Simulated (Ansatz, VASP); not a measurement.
## Si63BH: VASP beside Ansatz

```
H Si B
1.0
    10.86200    0.00000    0.00000
     0.00000   10.86200    0.00000
     0.00000    0.00000   10.86200
H Si B
1 63 1
Direct
  0.55365 0.55365 0.55365
  0.99991 0.99991 0.99991
  0.00151 0.00151 0.49922
  0.00151 0.49922 0.00151
  0.00065 0.49976 0.49976
  0.49922 0.00151 0.00151
  0.49976 0.00065 0.49976
  0.49976 0.49976 0.00065
  0.99843 0.24935 0.24935
  0.99999 0.25034 0.74938
  0.99999 0.74938 0.25034
  0.00139 0.75011 0.75011
  0.49900 0.25119 0.25119
  0.49822 0.25398 0.74435
  0.49822 0.74435 0.25398
  0.49745 0.75413 0.75413
  0.24935 0.99843 0.24935
  0.25034 0.99999 0.74938
  0.25119 0.49900 0.25119
  0.25398 0.49822 0.74435
  0.74938 0.99999 0.25034
  0.75011 0.00139 0.75011
  0.74435 0.49822 0.25398
  0.75413 0.49745 0.75413
  0.24935 0.24935 0.99843
  0.25119 0.25119 0.49900
  0.25034 0.74938 0.99999
  0.25398 0.74435 0.49822
  0.74938 0.25034 0.99999
  0.74435 0.25398 0.49822
  0.75011 0.75011 0.00139
  0.75413 0.75413 0.49745
  0.12472 0.12472 0.12472
  0.12639 0.12639 0.62475
  0.12639 0.62475 0.12639
  0.12579 0.62488 0.62488
  0.62475 0.12639 0.12639
  0.62488 0.12579 0.62488
  0.62488 0.62488 0.12579
  0.64086 0.64086 0.64086
  0.12421 0.37378 0.37378
  0.12671 0.37564 0.87256
  0.12671 0.87256 0.37564
  0.12583 0.87530 0.87530
  0.60957 0.38339 0.38339
  0.62309 0.37425 0.87471
  0.62309 0.87471 0.37425
  0.62642 0.87747 0.87747
  0.37378 0.12421 0.37378
  0.37564 0.12671 0.87256
  0.38339 0.60957 0.38339
  0.37425 0.62309 0.87471
  0.87256 0.12671 0.37564
  0.87530 0.12583 0.87530
  0.87471 0.62309 0.37425
  0.87747 0.62642 0.87747
  0.37378 0.37378 0.12421
  0.38339 0.38339 0.60957
  0.37564 0.87256 0.12671
  0.37425 0.87471 0.62309
  0.87256 0.37564 0.12671
  0.87471 0.37425 0.62309
  0.87530 0.87530 0.12583
  0.87747 0.87747 0.62642
  0.48313 0.48313 0.48313
```

Alike in both runs: task relaxation of the atoms; functional PBE; k mesh 1 × 1 × 1; no spin polarisation.

|  | VASP | Ansatz |
| --- | --- | --- |
| version | VASP 6.6.1 | Ansatz 0.2.0 |
| potentials or method | VASP PAW PBE potentials, release 64 (H, Si, B) | scalar-relativistic, plane waves, PAW |
| plane-wave cutoff (eV) | 450 | 420 |
| occupations | gaussian, width 0.01 eV | fixed |
| valence electrons in the cell | 256 | 256 |

```csv
,VASP,Ansatz,Ansatz less VASP
"gap on the k mesh at the Fermi level, each at its own relaxed structure (eV)",0.41,0.41,-0.003
```
